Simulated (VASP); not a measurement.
Input of a VASP 6.6.1 run:

INCAR

```
ALGO = Normal
EDIFF = 1E-7
ENCUT = 520
GGA = PS
ISIF = 2
ISMEAR = -1
LASPH = T
LCHARG = F
LREAL = F
LWAVE = F
NBANDS = 19
NELM = 100
PREC = Accurate
SIGMA = 0.03
```

KPOINTS

```
k-points
0
Gamma
  18 18 8
```

The input POSCAR:

```
Zn
1.0
    2.6647980532     -0.0133239903     -0.0133239903
   -1.3439379406      2.3144448051     -0.0048769189
   -0.0247335000     -0.0247335000      4.9467000000
Zn
2
Direct
    0.3333333333      0.6666666667      0.2500000000
    0.6666666667      0.3333333333      0.7500000000
```

Potentials or basis: VASP PAW PBE potentials, release 64 (Zn).

Run with:

```sh
$ cat potpaw_PBE.64/Zn/POTCAR > POTCAR
$ mpirun -np 1 vasp_std > vasp.out
```

Estimate the pressure.

-5.0 GPa.

Predict the largest force.

0.004 eV/Å.

Estimate the band gap on the k mesh.

zero (bands 12 and 13 overlap by 4.68 eV).

Stress tensor (GPa, compression positive):
```
-5.62  0.31  0.30
 0.31 -5.59  0.33
 0.30  0.33 -3.81
```

Caveat: the cell differs from its parent crystal (equal xy, yz and zx shear strains of -1 %); the cell stands under tension; the PAW data sets were made with another functional, which shifts forces and pressure a little.
